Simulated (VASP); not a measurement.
# Al2Cu (P4/mmm) in VASP: a series of runs

Al2Cu is run at these levels: PBEsol; tasks: single point.

Program: VASP 6.6.1. These are calculated values, not measurements. Logs are shortened: lines on timing, memory, paths and dates and some standing lists are left out, and cuts for length are marked.

### Step 1. The cell of the first run

Symmetry: P4/mmm, No. 123, tetragonal system. The conventional cell has a = 3.962 Å, b = 3.962 Å, c = 2.846 Å, α = 90.00°, β = 90.00°, γ = 90.00°. Al (site symmetry mmm) has 4 Cu at 2.44 Å and 6 Al at 2.80 to 2.85 Å within 3.2 Å. Within 3.2 Å of Cu (site symmetry 4/mmm) lie 8 Al at 2.44 Å and 2 Cu at 2.85 Å.

### Step 2. Single point, PBEsol (strain -0.030 along x and y, +0.000 along z)

INCAR reads:

```
SYSTEM = Al2Cu
PREC = Accurate
ENCUT = 520
EDIFF = 1E-6
ISMEAR = 0
SIGMA = 0.15
LREAL = .False.
LASPH = .True.
NELM = 60
ALGO = Fast
ISIF = 2
LWAVE = .False.
LCHARG = .False.
GGA = PS
NBANDS = 16
```

KPOINTS reads:

```
Automatic mesh
0
Gamma
  12 12 16
  0 0 0
```

POSCAR reads:

```
Al2Cu
1.0
    3.9616470306      0.0000000000      0.0000000000
    0.0000000000      3.9616470306      0.0000000000
    0.0000000000      0.0000000000      2.8463947513
Al Cu
2 1
Direct
    0.5000000000      0.0000000000      0.5000000000
    0.0000000000      0.5000000000      0.5000000000
    0.0000000000      0.0000000000      0.0000000000
```

Potentials or basis: VASP PAW PBE potentials, release 64 (Al, Cu).

The run is started by

```
> cat potpaw_PBE.64/Al/POTCAR potpaw_PBE.64/Cu/POTCAR > POTCAR
> mpirun -np 1 vasp_std > vasp.out
```

OUTCAR:

```text
SYSTEM = Al2Cu
   PREC = Accurate
   ENCUT = 520
   EDIFF = 1E-6
   ISMEAR = 0
   LREAL = .False.
   LASPH = .True.
   NELM = 60
   ISIF = 2
   GGA = PS

 ion  position               nearest neighbor table
   1  0.500  0.000  0.500-   3 2.44   3 2.44   3 2.44   3 2.44   2 2.80   2 2.80   2 2.80   2 2.80

   2  0.000  0.500  0.500-   3 2.44   3 2.44   3 2.44   3 2.44   1 2.80   1 2.80   1 2.80   1 2.80

   3  0.000  0.000  0.000-   1 2.44   2 2.44   1 2.44   2 2.44   2 2.44   2 2.44   1 2.44   1 2.44

  LATTYP: Found a simple tetragonal cell.
 ALAT       =     3.9616470306
 C/A-ratio  =     0.7184877222

  Lattice vectors:

 A1 = (   3.9616470306,   0.0000000000,   0.0000000000)
 A2 = (   0.0000000000,   3.9616470306,   0.0000000000)
 A3 = (   0.0000000000,   0.0000000000,   2.8463947513)

Analysis of symmetry for initial positions (statically):
=====================================================================
 Subroutine PRICEL returns:
 Original cell was already a primitive cell.

 Routine SETGRP: Setting up the symmetry group for a
 simple tetragonal supercell.

 Subroutine GETGRP returns: Found 16 space group operations
 (whereof 16 operations were pure point group operations)
 out of a pool of 16 trial point group operations.

The static configuration has the point symmetry D_4h.

Analysis of symmetry for dynamics (positions and initial velocities):
=====================================================================
 Subroutine PRICEL returns:
 Original cell was already a primitive cell.

 Routine SETGRP: Setting up the symmetry group for a
 simple tetragonal supercell.

 Subroutine GETGRP returns: Found 16 space group operations
 (whereof 16 operations were pure point group operations)
 out of a pool of 16 trial point group operations.

The dynamic configuration has the point symmetry D_4h.

 Subroutine INISYM returns: Found 16 space group operations
 (whereof 16 operations are pure point group operations),
 and found     1 'primitive' translations

----------------------------------------------------------------------------------------

                                     Primitive cell

  volume of cell :      44.6732

  direct lattice vectors                    reciprocal lattice vectors
     3.961647031  0.000000000  0.000000000     0.252420267  0.000000000  0.000000000
[... 88 lines left out ...]
   EDIFF  = 0.1E-05   stopping-criterion for ELM
   LREAL  =      F    real-space projection
   EDIFFG = 0.1E-04   stopping-criterion for IOM
   NSW    =      0    number of steps for IOM
   IBRION =     -1    ionic relax: 0-MD 1-quasi-New 2-CG
   NFREE  =      0    steps in history (QN), initial steepest desc. (CG)
   ISIF   =      2    stress and relaxation
   ISYM   =      2    0-nonsym 1-usesym 2-fastsym
   POTIM  = 0.5000    time-step for ionic-motion
   TEBEG  =    0.0;   TEEND  =   0.0 temperature during run
   PSTRESS=    0.0 pullay stress
   NELECT =      17.0000    total number of electrons
   NUPDOWN=      -1.0000    fix difference up-down
   EMIN   =  10.00;   EMAX   =-10.00  energy-range for DOS
   EFERMI =   0.00;   METHOD = LEGACY
   ISMEAR =     0;   SIGMA  =   0.15  broadening in eV -4-tet -1-fermi 0-gaus
   EFERMI_NEDOS =   21; number of points for ismear=-14 and -15
   IALGO  =     68    algorithm
   IMIX   =      4    mixing-type and parameters
     AMIX     =   0.40;   BMIX     =  1.00
     AMIX_MAG =   1.60;   BMIX_MAG =  1.00
  volume/ion in A,a.u.               =      14.89       100.49
  Fermi-wavevector in a.u.,A,eV,Ry     =   1.186339  2.241856 19.148851  1.407401
  Thomas-Fermi vector in A             =   2.322514
   LORBIT       =      0    0 simple, 1 ext, 2 COOP (PROOUT), +10 PAW based schemes
   GGA     = PS    functional components
   LHFCALC =     F    Hartree Fock is set to
   AEXX    =    0.0000 exact exchange contribution
   IVDW    =     0    specifies the selected vdW correction
   LEPSILON=     F    determine dielectric tensor
   LRPA    =     F    only Hartree local field effects (RPA)
 non-spin polarized calculation
 RMM-DIIS sequential band-by-band and
 Gauss-broadening in eV      SIGMA  =   0.15
  energy-cutoff  :      520.00
  volume of cell :       44.67
 maximum number of plane-waves:      1226
 NGX is ok and might be reduce to    30
   NGX = 15   NGY = 15   NGZ = 11

 number of electron      17.0000017 magnetization

 Free energy of the ion-electron system (eV)
  ---------------------------------------------------
  ext. energy  EPLUGINS =         0.00000000
  ---------------------------------------------------
  free energy    TOTEN  =       -12.49532065 eV

  energy without entropy =      -12.48561898  energy(sigma->0) =      -12.49046981

 E-fermi :   7.9027     XC(G=0): -10.8511

 val. band max:        7.8989350851   @ k =   0.1667   0.0000   0.2500
 cond. band min:       7.9199306158   @ k =   0.5000   0.0833   0.2500
 fundamental gap:      0.0209955307
 Fermi energy:         7.9027017341

 k-point     1 :       0.0000    0.0000    0.0000
  band No.  band energies     occupation
      1      -3.1376      2.00000
      2       2.2489      2.00000
      3       2.6523      2.00000
      4       3.4179      2.00000
      5       3.5832      2.00000
      6       3.5832      2.00000
[... 433 lines left out ...]
      3       2.0167      2.00000
      4       2.7593      2.00000
      5       3.4093      2.00000
      6       3.5554      2.00000
[... 8 lines left out ...]
     15      18.4140      0.00000
     16      19.6721      0.00000

 [... further k-points ...]

------------------------ aborting loop because EDIFF is reached ----------------------------------------

  FORCE on cell =-STRESS in cart. coord.  units (eV):
  Direction    XX          YY          ZZ          XY          YZ          ZX
  --------------------------------------------------------------------------------------
  -------------------------------------------------------------------------------------
  Total        2.3671022      2.3671022      1.2619725      0.0000000      0.0000000      0.0000000
  in kB       84.8947631     84.8947631     45.2599200      0.0000000      0.0000000      0.0000000
  external PRESSURE =      71.6831487 kB  Pullay stress =       0.0000000 kB

 VOLUME and BASIS-vectors are now :
 -----------------------------------------------------------------------------
  energy-cutoff  :      520.00
  volume of cell :       44.67
      direct lattice vectors                 reciprocal lattice vectors
     3.961647031  0.000000000  0.000000000     0.252420267  0.000000000  0.000000000
     0.000000000  3.961647031  0.000000000     0.000000000  0.252420267  0.000000000
     0.000000000  0.000000000  2.846394751     0.000000000  0.000000000  0.351321615

 POSITION                                       TOTAL-FORCE (eV/Angst)
 -----------------------------------------------------------------------------------
      1.98082      0.00000      1.42320         0.000000      0.000000      0.000000
      0.00000      1.98082      1.42320         0.000000      0.000000      0.000000
      0.00000      0.00000      0.00000         0.000000      0.000000      0.000000
 -----------------------------------------------------------------------------------
    total drift:                               -0.000000      0.000000     -0.000000

  FREE ENERGIE OF THE ION-ELECTRON SYSTEM (eV)
  ---------------------------------------------------
  free  energy   TOTEN  =       -12.4953206456 eV

  energy  without entropy=      -12.4856189758  energy(sigma->0) =      -12.49046981
```

OSZICAR:

```text
N       E                     dE             d eps       ncg     rms          rms(c)
DAV:   1     0.626861108213E+02    0.62686E+02   -0.69671E+03  8136   0.114E+03
DAV:   2    -0.122200142736E+02   -0.74906E+02   -0.66551E+02  8536   0.207E+02
DAV:   3    -0.149346454649E+02   -0.27146E+01   -0.26516E+01 11112   0.441E+01
DAV:   4    -0.149942720445E+02   -0.59627E-01   -0.59606E-01  9576   0.558E+00
[... 13 lines left out ...]
RMM:  18    -0.124954037806E+02   -0.16874E-05   -0.22081E-06  7500   0.134E-02    0.122E-01
RMM:  19    -0.124953528444E+02    0.50936E-04   -0.35356E-05 11568   0.891E-02    0.931E-02
RMM:  20    -0.124953252815E+02    0.27563E-04   -0.41774E-05 12018   0.947E-02    0.574E-02
RMM:  21    -0.124953214103E+02    0.38712E-05   -0.56424E-06  7467   0.361E-02    0.438E-02
RMM:  22    -0.124953206456E+02    0.76470E-06   -0.44064E-06  6568   0.275E-02
   1 F= -.12495321E+02 E0= -.12490470E+02  d E =-.970167E-02
```

It took 2.5 min on 1 thread of Intel Xeon Platinum 8375C at 2.90GHz (Ice Lake), shared host; peak memory 0.29 GiB.

What came out:

| Item | Value |
| --- | --- |
| Free energy | -12.4953 eV |
| Pressure | 7.2 GPa |

Levels at points of the mesh, in eV from the Fermi level:
| k point | band 5 | band 6 | band 7 | band 8 | band 9 | band 10 | band 11 | band 12 | band 13 | band 14 |
| --- | --- | --- | --- | --- | --- | --- | --- | --- | --- | --- |
| (0.00, 0.00, 0.00) | -4.32 | -4.32 | -2.39 | -2.39 | 0.45 | 0.97 | 5.96 | 6.91 | 6.91 | 7.25 |
| (0.50, 0.00, 0.00) | -4.54 | -4.36 | -4.31 | -0.97 | 1.81 | 1.99 | 2.49 | 7.45 | 8.80 | 9.50 |
| (0.50, 0.50, 0.00) | -4.59 | -4.39 | -4.35 | -4.35 | -2.51 | 8.82 | 8.82 | 9.33 | 10.65 | 10.65 |
| (0.00, 0.00, 0.50) | -5.06 | -4.29 | -3.19 | 2.77 | 2.77 | 2.81 | 2.81 | 2.99 | 3.10 | 4.59 |
| (0.50, 0.00, 0.50) | -4.39 | -4.35 | -3.28 | -2.62 | -1.73 | 3.88 | 4.20 | 4.71 | 5.61 | 6.67 |
| (0.50, 0.50, 0.50) | -4.11 | -3.77 | -2.34 | -2.34 | -1.07 | -0.94 | 0.21 | 0.21 | 2.32 | 12.82 |

Caveat: the cell differs from its parent crystal (strain -0.030 along x and y, +0.000 along z); the PAW data sets were made with another functional, which shifts forces and pressure a little.

### Step 3. Single point, PBEsol (strain -0.015 along x and y, -0.030 along z)

Changes to INCAR since step 2:

```diff
@@ -12,4 +12,6 @@
 LWAVE = .False.
-LCHARG = .False.
+LCHARG = .True.
 GGA = PS
+LELF = .True.
+LVHAR = .True.
 NBANDS = 16
```

KPOINTS is that of step 2.

POSCAR reads:

```
Al2Cu
1.0
    4.0229096136      0.0000000000      0.0000000000
    0.0000000000      4.0229096136      0.0000000000
    0.0000000000      0.0000000000      2.7610029088
Al Cu
2 1
Direct
    0.5000000000      0.0000000000      0.5000000000
    0.0000000000      0.5000000000      0.5000000000
    0.0000000000      0.0000000000      0.0000000000
```

Potentials or basis: VASP PAW PBE potentials, release 64 (Al, Cu).

The run is started by

```
> cat potpaw_PBE.64/Al/POTCAR potpaw_PBE.64/Cu/POTCAR > POTCAR
> mpirun -np 1 vasp_std > vasp.out
```

OUTCAR:

```text
SYSTEM = Al2Cu
   PREC = Accurate
   ENCUT = 520
   EDIFF = 1E-6
   ISMEAR = 0
   LREAL = .False.
   LASPH = .True.
   NELM = 60
   ISIF = 2
   GGA = PS

 ion  position               nearest neighbor table
   1  0.500  0.000  0.500-   3 2.44   3 2.44   3 2.44   3 2.44   2 2.84   2 2.84   2 2.84   2 2.84

   2  0.000  0.500  0.500-   3 2.44   3 2.44   3 2.44   3 2.44   1 2.84   1 2.84   1 2.84   1 2.84

   3  0.000  0.000  0.000-   1 2.44   2 2.44   1 2.44   2 2.44   2 2.44   2 2.44   1 2.44   1 2.44

  LATTYP: Found a simple tetragonal cell.
 ALAT       =     4.0229096136
 C/A-ratio  =     0.6863198963

  Lattice vectors:

 A1 = (   4.0229096136,   0.0000000000,   0.0000000000)
 A2 = (   0.0000000000,   4.0229096136,   0.0000000000)
 A3 = (   0.0000000000,   0.0000000000,   2.7610029088)

Analysis of symmetry for initial positions (statically):
=====================================================================
 Subroutine PRICEL returns:
 Original cell was already a primitive cell.

[... 167 lines left out ...]
  ext. energy  EPLUGINS =         0.00000000
  ---------------------------------------------------
  free energy    TOTEN  =       -12.50809018 eV

  energy without entropy =      -12.49939102  energy(sigma->0) =      -12.50374060

 E-fermi :   7.9786     XC(G=0): -10.8460

 val. band max:        7.9760529425   @ k =   0.1667   0.1667   0.4375
 cond. band min:       7.9908825735   @ k =   0.4167   0.0000   0.3125
 fundamental gap:      0.0148296310
 Fermi energy:         7.9786152497

 k-point     1 :       0.0000    0.0000    0.0000
  band No.  band energies     occupation
      1      -3.1495      2.00000
      2       2.1117      2.00000
      3       2.5915      2.00000
      4       3.3566      2.00000
      5       3.6457      2.00000
      6       3.6457      2.00000
[... 433 lines left out ...]
      3       1.8861      2.00000
      4       2.6773      2.00000
      5       3.3131      2.00000
      6       3.6281      2.00000
[... 8 lines left out ...]
     15      19.3326      0.00000
     16      19.8043      0.00000

 [... further k-points ...]
[... 5 lines left out ...]
  --------------------------------------------------------------------------------------
  -------------------------------------------------------------------------------------
  Total        1.8180102      1.8180102      2.3183427      0.0000000      0.0000000      0.0000000
  in kB       65.1867725     65.1867725     83.1267516      0.0000000      0.0000000      0.0000000
  external PRESSURE =      71.1667655 kB  Pullay stress =       0.0000000 kB

 VOLUME and BASIS-vectors are now :
 -----------------------------------------------------------------------------
  energy-cutoff  :      520.00
  volume of cell :       44.68
      direct lattice vectors                 reciprocal lattice vectors
     4.022909614  0.000000000  0.000000000     0.248576303  0.000000000  0.000000000
     0.000000000  4.022909614  0.000000000     0.000000000  0.248576303  0.000000000
     0.000000000  0.000000000  2.761002909     0.000000000  0.000000000  0.362187232

 POSITION                                       TOTAL-FORCE (eV/Angst)
 -----------------------------------------------------------------------------------
      2.01145      0.00000      1.38050         0.000000      0.000000      0.000000
      0.00000      2.01145      1.38050         0.000000      0.000000      0.000000
      0.00000      0.00000      0.00000         0.000000      0.000000      0.000000
 -----------------------------------------------------------------------------------
    total drift:                               -0.000000      0.000000     -0.000000

  FREE ENERGIE OF THE ION-ELECTRON SYSTEM (eV)
  ---------------------------------------------------
  free  energy   TOTEN  =       -12.5080901795 eV

  energy  without entropy=      -12.4993910247  energy(sigma->0) =      -12.50374060
```

Run time: 2.1 min. Hardware: 1 thread of Intel Xeon Platinum 8375C at 2.90GHz (Ice Lake), shared host; peak memory 0.29 GiB.

Results:

```
Free energy : -12.5081 eV
Pressure    : 7.1 GPa
```

Stress tensor (GPa, compression positive):
```
6.52 0.00 0.00
0.00 6.52 0.00
0.00 0.00 8.31
```

Caveat: the cell differs from its parent crystal (strain -0.015 along x and y, -0.030 along z); the PAW data sets were made with another functional, which shifts forces and pressure a little.
